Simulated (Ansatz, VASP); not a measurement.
# Two plane-wave programs on AlN

Contents of INCAR:

```
SYSTEM = AlN
ALGO = Normal ; EDIFF = 1E-6
ENCUT = 520 ; GGA = PS
ISIF = 2 ; ISMEAR = 0
LASPH = .True. ; LCHARG = .False.
LREAL = .False. ; LWAVE = .False.
NBANDS = 16 ; NELM = 60
PREC = Accurate ; SIGMA = 0.05
```

File KPOINTS:

```
k-points
0
Gamma
  9 9 6
  0 0 0
```

File POSCAR:

```
AlN
1.0
    3.3015780391      0.0000000000      0.0000000000
   -1.6507890196      2.8592504545      0.0000000000
    0.0000000000      0.0000000000      4.0170000000
Al N
2 2
Direct
    0.3333333333      0.6666666667      0.7500000000
    0.6666666667      0.3333333333      0.2500000000
    0.3333333333      0.6666666667      0.2500000000
    0.6666666667      0.3333333333      0.7500000000
```

Input for Ansatz:

```yaml
crystal:
  lattice:
    - [3.3015780391, 0.0, 0.0]
    - [-1.6507890196, 2.8592504545, 0.0]
    - [0.0, 0.0, 4.017]
  atoms:
    - { symbol: Al, position: [0.3333333333, 0.6666666667, 0.75] }
    - { symbol: Al, position: [0.6666666667, 0.3333333333, 0.25] }
    - { symbol: "N", position: [0.3333333333, 0.6666666667, 0.25] }
    - { symbol: "N", position: [0.6666666667, 0.3333333333, 0.75] }
basis:
  ecutwfc: 520.0
kpoints:
  mp_grid: { grid: [9, 9, 6] }
hamiltonian:
  xc: pbesol
scf:
  occupations: { method: gaussian, width: 0.05 }
output:
  forces: true
  stress: true
  eigenvalues: true
```

Alike in both runs: task single point; functional PBEsol; k mesh 9 × 9 × 6; occupations gaussian, width 0.05 eV; no spin polarisation.

|  | VASP | Ansatz |
| --- | --- | --- |
| version | VASP 6.6.1 | Ansatz 0.2.0 |
| potentials or method | VASP PAW PBE potentials, release 64 (Al, N), cutoff 520 eV | scalar-relativistic, plane waves, PAW |
| valence electrons in the cell | 16 | 16 |

|  | VASP | Ansatz | Ansatz less VASP |
| --- | --- | --- | --- |
| gap on the k mesh at the Fermi level (eV) | 3.63 | 3.61 | -0.013 |
| least direct gap on the mesh (eV) | 3.63 | 3.61 | -0.013 |
| pressure (GPa) | 6.5 | 6.6 | +0.05 |
| traceless stress, the component that is largest in VASP (GPa) | 4.45 | 4.45 | -0.001 |

VASP's potentials were made for PBE, not for PBEsol. The functional is the same, so the differences come from potentials, cutoffs and numerics.
